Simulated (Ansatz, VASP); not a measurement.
## As in VASP and in Ansatz

```
As
1.0
     3.17269    0.00000    0.00000
    -1.58635    2.74763    0.00000
     0.00000    0.00000    4.83809
As
2
Direct
  0.33333 0.66667 0.25000
  0.66667 0.33333 0.75000
```

Alike in both runs: task single point; functional revPBE; k mesh 13 × 13 × 8; occupations fermi-dirac, width 0.1 eV; no spin polarisation.

|  | VASP | Ansatz |
| --- | --- | --- |
| version | VASP 6.6.1 | Ansatz 0.2.0 |
| potentials or method | VASP PAW PBE potentials, release 64 (As), cutoff 520 eV | plane waves (420 eV) with PAW, scalar-relativistic |
| valence electrons in the cell | 10 | 30 |

```csv
,VASP,Ansatz,Ansatz less VASP
pressure (GPa),-4.7,-4.7,+0.02
"traceless stress, the component that is largest in VASP (GPa)",0.36,0.36,-0.003
```

VASP's potentials were made for PBE, not for revPBE. VASP's potentials hold 10 valence electrons a cell and Ansatz's 30, so a difference there can come from the potentials and not from the codes.
